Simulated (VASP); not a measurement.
A run of VASP 6.6.1:

Contents of INCAR:

```
ALGO     = Normal         # electronic algorithm
EDIFF    = 1E-6           # SCF threshold, eV
ENCUT    = 520            # plane-wave cutoff, eV
GGA      = CA             # functional
ISIF     = 2              # what is computed and relaxed
ISMEAR   = -1             # smearing method
LASPH    = True           # aspherical terms in the spheres
LCHARG   = False          # write CHGCAR
LREAL    = False          # projectors in reciprocal space
LWAVE    = False          # write WAVECAR
NBANDS   = 8              # bands
NELM     = 60             # most SCF steps
PREC     = Accurate       # precision mode
SIGMA    = 0.08           # smearing width, eV
```

The input KPOINTS:

```
k-points
0
Gamma
  15 15 15
```

The input POSCAR:

```
As
1.0
    2.6271612856      0.0000000000      0.0000000000
    0.0000000000      2.6271612856      0.0000000000
    0.0000000000      0.0000000000      2.6271612856
As
1
Direct
    0.0000000000      0.0000000000      0.0000000000
```

Potentials or basis: VASP PAW LDA potentials, release 64 (As).

The run is started by

```console
$ cat potpaw_LDA.64/As/POTCAR > POTCAR
$ mpirun -np 1 vasp_std > vasp.out
```

Hardware: 1 thread of Intel(R) Xeon(R) Platinum 8488C (Sapphire Rapids) (shared host).

Estimate the wall time of this run.

Wall time 7.2 s on 1 thread of Intel(R) Xeon(R) Platinum 8488C (Sapphire Rapids), on a shared host, peak memory 0.13 GiB. Counts: scf iterations 9, k points 120.
